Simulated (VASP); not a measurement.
# CdF2 (R-3m) in VASP: further runs

Runs on CdF2. Level: PBE+D3(BJ). Tasks: single point, relaxation of cell and atoms.

Everything below comes from runs of VASP 6.6.1. Logs are shortened: lines on timing, memory, paths and dates and some standing lists are left out, and cuts for length are marked.

### 1 The cell of the first run

The typed cell holds 3 atoms: a = 3.851 Å, b = 3.851 Å, c = 3.851 Å, α = 59.97°, β = 59.97°, γ = 59.97°.

### 2 Single point, PBE+D3(BJ)

INCAR reads:

```
SYSTEM = CdF2
ALGO = Normal
EDIFF = 1E-6
ENCUT = 520
GGA = PE
ISIF = 2
ISMEAR = 0
IVDW = 12
LASPH = .True.
LCHARG = .True.
LELF = .True.
LREAL = .False.
LVHAR = .True.
LWAVE = .False.
NBANDS = 20
NELM = 100
PREC = Accurate
SIGMA = 0.02
```

KPOINTS reads:

```
k-points
0
Gamma
  9 9 9
  0 0 0
```

POSCAR reads:

```
CdF2
1.0
    1.9247055084      1.1112292434      3.1448134107
   -1.9247055084      1.1112292434      3.1448134107
    0.0000000000     -2.2224584868      3.1448134107
Cd F
1 2
Direct
    0.0000000000      0.0000000000      0.0000000000
    0.7500104912      0.7500104912      0.7500104912
    0.2499895088      0.2499895088      0.2499895088
```

Potentials or basis: VASP PAW PBE potentials, release 64 (Cd, F).

Run with:

```console
> cat potpaw_PBE.64/Cd/POTCAR potpaw_PBE.64/F/POTCAR > POTCAR
> mpirun -np 1 vasp_std > vasp.out
```

OUTCAR:

```text
SYSTEM = CdF2
   EDIFF = 1E-6
   ENCUT = 520
   GGA = PE
   ISIF = 2
   ISMEAR = 0
   IVDW = 12
   LASPH = .True.
   LREAL = .False.
   NELM = 100
   PREC = Accurate
 IVDW          = 12

 ion  position               nearest neighbor table
   1  0.000  0.000  0.000-   2 2.36   2 2.36   3 2.36   3 2.36   2 2.36   3 2.36   3 2.36   2 2.36

   2  0.750  0.750  0.750-   1 2.36   1 2.36   1 2.36   1 2.36
   3  0.250  0.250  0.250-   1 2.36   1 2.36   1 2.36   1 2.36

  LATTYP: Found a trigonal (rhomboedric) cell.
 ALAT       =     3.8508665406
 COS(alpha) =     0.5003779016

  Lattice vectors:

 A1 = (   1.9247055084,   1.1112292434,   3.1448134107)
 A2 = (  -1.9247055084,   1.1112292434,   3.1448134107)
 A3 = (   0.0000000000,  -2.2224584868,   3.1448134107)

Analysis of symmetry for initial positions (statically):
=====================================================================
 Subroutine PRICEL returns:
 Original cell was already a primitive cell.

 Routine SETGRP: Setting up the symmetry group for a
 trigonal (rhombohedral) supercell.

 Subroutine GETGRP returns: Found 12 space group operations
 (whereof 12 operations were pure point group operations)
 out of a pool of 12 trial point group operations.

The static configuration has the point symmetry D_3d.

Analysis of symmetry for dynamics (positions and initial velocities):
=====================================================================
 Subroutine PRICEL returns:
 Original cell was already a primitive cell.

 Routine SETGRP: Setting up the symmetry group for a
 trigonal (rhombohedral) supercell.

 Subroutine GETGRP returns: Found 12 space group operations
 (whereof 12 operations were pure point group operations)
 out of a pool of 12 trial point group operations.

The dynamic configuration has the point symmetry D_3d.

 Subroutine INISYM returns: Found 12 space group operations
 (whereof 12 operations are pure point group operations),
 and found     1 'primitive' translations

----------------------------------------------------------------------------------------

                                     Primitive cell

  volume of cell :      40.3566

  direct lattice vectors                    reciprocal lattice vectors
     1.924705508  1.111229243  3.144813411     0.259780002  0.149984054  0.105994630
    -1.924705508  1.111229243  3.144813411    -0.259780002  0.149984054  0.105994630
     0.000000000 -2.222458487  3.144813411     0.000000000 -0.299968108  0.105994630

  length of vectors
     3.850866541  3.850866541  3.850866541     0.318144192  0.318144192  0.318144192

  position of ions in fractional coordinates (direct lattice)
     0.000000000  0.000000000  0.000000000
     0.750010491  0.750010491  0.750010491
     0.249989509  0.249989509  0.249989509

  ion indices of the primitive-cell ions
   primitive index   ion index
                 1           1
                 2           2
                 3           3

----------------------------------------------------------------------------------------

 KPOINTS: k-points

Automatic generation of k-mesh.
 Grid dimensions read from file:
 generate k-points for:    9    9    9

 Generating k-lattice:

  Cartesian coordinates                     Fractional coordinates (reciprocal lattice)
     0.028864445  0.016664895  0.011777181     0.111111111  0.000000000  0.000000000
    -0.028864445  0.016664895  0.011777181     0.000000000  0.111111111  0.000000000
     0.000000000 -0.033329790  0.011777181     0.000000000  0.000000000  0.111111111

  Length of vectors
     0.035349355  0.035349355  0.035349355

  Shift w.r.t. Gamma in fractional coordinates (k-lattice)
     0.000000000  0.000000000  0.000000000

 Subroutine IBZKPT returns following result:
 ===========================================

 Found     85 irreducible k-points:

 Following reciprocal coordinates:
            Coordinates               Weight
  0.000000  0.000000  0.000000      1.000000
  0.111111 -0.000000 -0.000000      6.000000
  0.222222 -0.000000  0.000000      6.000000
  0.333333 -0.000000 -0.000000      6.000000
  0.444444 -0.000000  0.000000      6.000000
  0.111111  0.111111 -0.000000      6.000000
[... 16 lines left out ...]
 -0.333333  0.333333  0.000000      6.000000
  0.444444  0.444444  0.000000      6.000000
 [... further k-points ...]
   k-points           NKPTS =     85   k-points in BZ     NKDIM =     85   number of bands    NBANDS=     20
   number of dos      NEDOS =    301   number of ions     NIONS =      3
   total plane-waves  NPLWV =  27000
   dimension x,y,z NGX =    30 NGY =   30 NGZ =   30
   dimension x,y,z NGXF=    60 NGYF=   60 NGZF=   60
   ions per type =               1   2
   NGX,Y,Z   is equivalent  to a cutoff of  12.95, 12.95, 12.95 a.u.
   NGXF,Y,Z  is equivalent  to a cutoff of  25.90, 25.90, 25.90 a.u.
 SYSTEM =  CdF2
   PREC   = accura    normal or accurate (medium, high low for compatibility)
   ISTART =      0    job   : 0-new  1-cont  2-samecut
   ICHARG =      2    charge: 1-file 2-atom 10-const
   ISPIN  =      1    spin polarized calculation?
   LNONCOLLINEAR =      F non collinear calculations
   LSORBIT =      F    spin-orbit coupling
   LASPH  =      T    aspherical Exc in radial PAW
   ENCUT  =  520.0 eV  38.22 Ry    6.18 a.u.   7.16  7.16  7.16*2*pi/ulx,y,z
   NELM   =    100;   NELMIN=  2; NELMDL= -5     # of ELM steps
   EDIFF  = 0.1E-05   stopping-criterion for ELM
   LREAL  =      F    real-space projection
   EDIFFG = 0.1E-04   stopping-criterion for IOM
   NSW    =      0    number of steps for IOM
   IBRION =     -1    ionic relax: 0-MD 1-quasi-New 2-CG
   NFREE  =      0    steps in history (QN), initial steepest desc. (CG)
   ISIF   =      2    stress and relaxation
   ISYM   =      2    0-nonsym 1-usesym 2-fastsym
   POTIM  = 0.5000    time-step for ionic-motion
   TEBEG  =    0.0;   TEEND  =   0.0 temperature during run
   PSTRESS=    0.0 pullay stress
   NELECT =      26.0000    total number of electrons
   NUPDOWN=      -1.0000    fix difference up-down
   EMIN   =  10.00;   EMAX   =-10.00  energy-range for DOS
   EFERMI =   0.00;   METHOD = LEGACY
   ISMEAR =     0;   SIGMA  =   0.02  broadening in eV -4-tet -1-fermi 0-gaus
   EFERMI_NEDOS =   21; number of points for ismear=-14 and -15
   IALGO  =     38    algorithm
   IMIX   =      4    mixing-type and parameters
     AMIX     =   0.40;   BMIX     =  1.00
     AMIX_MAG =   1.60;   BMIX_MAG =  1.00
  volume/ion in A,a.u.               =      13.45        90.78
  Fermi-wavevector in a.u.,A,eV,Ry     =   1.413930  2.671940 27.200742  1.999198
  Thomas-Fermi vector in A             =   2.535525
   LORBIT       =      0    0 simple, 1 ext, 2 COOP (PROOUT), +10 PAW based schemes
   GGA     = PE    functional components
   LHFCALC =     F    Hartree Fock is set to
   AEXX    =    0.0000 exact exchange contribution
   IVDW    =    12    specifies the selected vdW correction
   LEPSILON=     F    determine dielectric tensor
   LRPA    =     F    only Hartree local field effects (RPA)
 non-spin polarized calculation
 Gauss-broadening in eV      SIGMA  =   0.02
  energy-cutoff  :      520.00
  volume of cell :       40.36
 maximum number of plane-waves:      1100
 NGX is ok and might be reduce to    30
   NGX = 15   NGY = 15   NGZ = 15

 number of electron      25.9999986 magnetization

 Free energy of the ion-electron system (eV)
  ---------------------------------------------------
  ext. energy  EPLUGINS =         0.00000000
  ---------------------------------------------------
  free energy    TOTEN  =       -10.89580972 eV

  energy without entropy =      -10.89580972  energy(sigma->0) =      -10.89580972

 E-fermi :  -1.4096     XC(G=0): -10.2417

 val. band max:       -1.5718367713   @ k =  -0.3333   0.4444   0.2222
 cond. band min:       1.4129901244   @ k =   0.0000   0.0000   0.0000
 fundamental gap:      2.9848268957
 Fermi energy:        -1.4096342104

 k-point     1 :       0.0000    0.0000    0.0000
  band No.  band energies     occupation
      1     -22.1779      2.00000
      2     -21.1588      2.00000
      3      -7.0707      2.00000
      4      -7.0707      2.00000
      5      -7.0701      2.00000
      6      -5.9962      2.00000
[... 12 lines left out ...]
     19      18.1257      0.00000
     20      18.1257      0.00000

 k-point     2 :       0.1111   -0.0000   -0.0000
  band No.  band energies     occupation
      1     -22.1422      2.00000
      2     -21.1908      2.00000
      3      -7.0274      2.00000
      4      -7.0269      2.00000
      5      -6.9495      2.00000
      6      -6.0086      2.00000
[... 12 lines left out ...]
     19      17.7900      0.00000
     20      17.7916      0.00000

 k-point     3 :       0.2222   -0.0000    0.0000
  band No.  band energies     occupation
      1     -22.0414      2.00000
      2     -21.2802      2.00000
      3      -6.9217      2.00000
      4      -6.9212      2.00000
      5      -6.6177      2.00000
      6      -6.0236      2.00000
[... 12 lines left out ...]
     19      17.1911      0.00000
     20      17.6520      0.00000

 k-point     4 :       0.3333   -0.0000   -0.0000
  band No.  band energies     occupation
      1     -21.8971      2.00000
      2     -21.4091      2.00000
      3      -6.8184      2.00000
      4      -6.8180      2.00000
      5      -6.1738      2.00000
      6      -5.9974      2.00000
[... 429 lines left out ...]
 k-point    23 :      -0.3333    0.3333    0.0000
  band No.  band energies     occupation
      1     -21.6411      2.00000
      2     -21.6228      2.00000
      3      -6.6275      2.00000
      4      -6.4006      2.00000
      5      -6.0930      2.00000
      6      -5.9880      2.00000
[... 12 lines left out ...]
     19      17.6863      0.00000
     20      19.9477      0.00000

 k-point    24 :       0.4444    0.4444    0.0000
  band No.  band energies     occupation
      1     -21.7623      2.00000
      2     -21.4907      2.00000
      3      -6.7981      2.00000
      4      -6.2590      2.00000
      5      -6.2577      2.00000
      6      -5.8942      2.00000
[... 12 lines left out ...]
     19      17.6938      0.00000
     20      19.6509      0.00000

 [... further k-points ...]

------------------------ aborting loop because EDIFF is reached ----------------------------------------

 Edisp (eV)   -0.48649

 E8    (eV) :    -0.1840

  FORCE on cell =-STRESS in cart. coord.  units (eV):
  Direction    XX          YY          ZZ          XY          YZ          ZX
  --------------------------------------------------------------------------------------
  -------------------------------------------------------------------------------------
  Total       0.16160     0.16160     0.15500     0.00000    -0.00000     0.00000
  in kB       6.41543     6.41543     6.15347     0.00000    -0.00000     0.00000
  external pressure =        6.33 kB  Pullay stress =        0.00 kB

 VOLUME and BASIS-vectors are now :
 -----------------------------------------------------------------------------
  energy-cutoff  :      520.00
  volume of cell :       40.36
      direct lattice vectors                 reciprocal lattice vectors
     1.924705508  1.111229243  3.144813411     0.259780002  0.149984054  0.105994630
    -1.924705508  1.111229243  3.144813411    -0.259780002  0.149984054  0.105994630
     0.000000000 -2.222458487  3.144813411     0.000000000 -0.299968108  0.105994630

 POSITION                                       TOTAL-FORCE (eV/Angst)
 -----------------------------------------------------------------------------------
      0.00000      0.00000      0.00000        -0.000000      0.000000      0.000000
      0.00000      0.00000      7.07593         0.000000     -0.000000      0.000667
      0.00000      0.00000      2.35851         0.000000     -0.000000     -0.000667
 -----------------------------------------------------------------------------------
    total drift:                                0.000000     -0.000000      0.000000

  FREE ENERGIE OF THE ION-ELECTRON SYSTEM (eV)
  ---------------------------------------------------
  free  energy   TOTEN  =       -11.3822982381 eV

  energy  without entropy=      -11.3822982381  energy(sigma->0) =      -11.38229824
```

Run time: 37 s. Hardware: 1 thread of Intel Xeon 6975P-C (Granite Rapids), shared host; peak memory 0.22 GiB.

Results:

* Free energy: -11.3823 eV
* Pressure: 0.6 GPa
* Band gap on the k mesh: 2.98 eV (least direct gap 3.49 eV)
* Dispersion energy per atom: -0.162 eV

Levels at points of the mesh, in eV from the valence-band top:
```csv
k point,band 9,band 10,band 11,band 12,band 13,band 14,band 15,band 16,band 17,band 18
"(0.00, 0.00, 0.00)",-0.87,-0.86,-0.51,-0.51,-0.51,2.98,12.57,12.58,12.58,17.38
```

Caveat: an odd mesh through Γ misses points on the zone boundary, where band edges can lie.

### 3 Relaxation of cell and atoms, PBE+D3(BJ)

INCAR reads:

```
SYSTEM = CdF2
  PREC = Accurate
  ENCUT = 600
  EDIFF = 1E-6
  ISMEAR = 0
  SIGMA = 0.02
  LREAL = .False.
  LASPH = .True.
  NELM = 100
  ALGO = Fast
  ISIF = 3
  LWAVE = .False.
  LCHARG = .False.
  GGA = PE
  IVDW = 12
  IBRION = 2
  NSW = 100
  EDIFFG = -0.01
```

KPOINTS reads:

```
Automatic mesh
0
Gamma
  9 9 9
  0 0 0
```

POSCAR reads:

```
CdF2
1.0
    1.9148748501      1.1055535102      3.1725411056
   -1.9148748501      1.1055535102      3.1725411056
    0.0000000000     -2.2111070203      3.1725411056
Cd F
1 2
Direct
    0.0000000000      0.0000000000      0.0000000000
    0.7503806612      0.7503806612      0.7503806612
    0.2496193388      0.2496193388      0.2496193388
```

Potentials or basis: VASP PAW PBE potentials, release 64 (Cd, F).

Run with:

```console
> cat potpaw_PBE.64/Cd/POTCAR potpaw_PBE.64/F/POTCAR > POTCAR
> mpirun -np 1 vasp_std > vasp.out
```

It took 97 s on 1 thread of Intel Xeon 6975P-C (Granite Rapids), shared host; peak memory 0.24 GiB.

The run converged. Its results:

| Item | Value |
| --- | --- |
| Free energy | -11.3858 eV |
| Relaxed volume | 13.51 Å³/atom |
| Relaxed cell | a = 3.855 Å, b = 3.855 Å, c = 3.855 Å, α = 60.01°, β = 60.01°, γ = 60.01° |
| Space group after relaxing (to 0.1 Å) | Fm-3m (No. 225) |
| Energy gained by relaxing | 0.4 meV/atom |
| Ionic steps | 8 |
| Pressure after relaxing | 0.0 GPa |
| Band gap on the k mesh | 2.97 eV (least direct gap 3.48 eV) |
| Dispersion energy per atom | -0.161 eV |

Step by step:
```tsv
step	energy change (eV)	largest force (eV/Å)	pressure (GPa)	volume (Å³)
1	0.0000	0.0092	0.57	40.30
2	-0.0007	0.0006	-0.08	40.57
3	-0.0007	0.0008	-0.13	40.59
4	-0.0008	0.0052	-0.09	40.58
5	-0.0011	0.0195	-0.02	40.54
6	-0.0011	0.0208	0.00	40.53
7	-0.0011	0.0130	0.02	40.53
8	-0.0012	0.0002	0.02	40.53
```

Final structure:
```cif
data_structure
_symmetry_space_group_name_H-M 'P 1'
_symmetry_Int_Tables_number 1
_cell_length_a 3.8551
_cell_length_b 3.8551
_cell_length_c 3.8551
_cell_angle_alpha 60.015
_cell_angle_beta 60.015
_cell_angle_gamma 60.015
_cell_volume 40.53
loop_
_atom_site_label
_atom_site_type_symbol
_atom_site_fract_x
_atom_site_fract_y
_atom_site_fract_z
_atom_site_occupancy
Cd1 Cd 0.00000 0.00000 0.00000 1
F1 F 0.74999 0.74999 0.74999 1
F2 F 0.25001 0.25001 0.25001 1
```

Levels at points of the mesh, in eV from the valence-band top:
```
           k point  band 10  band 11  band 12  band 13  band 14  band 15  band 16  band 17
(0.00, 0.00, 0.00)    -0.86    -0.51    -0.51    -0.51     2.97    12.56    12.56    12.56
```

Caveat: an odd mesh through Γ misses points on the zone boundary, where band edges can lie.
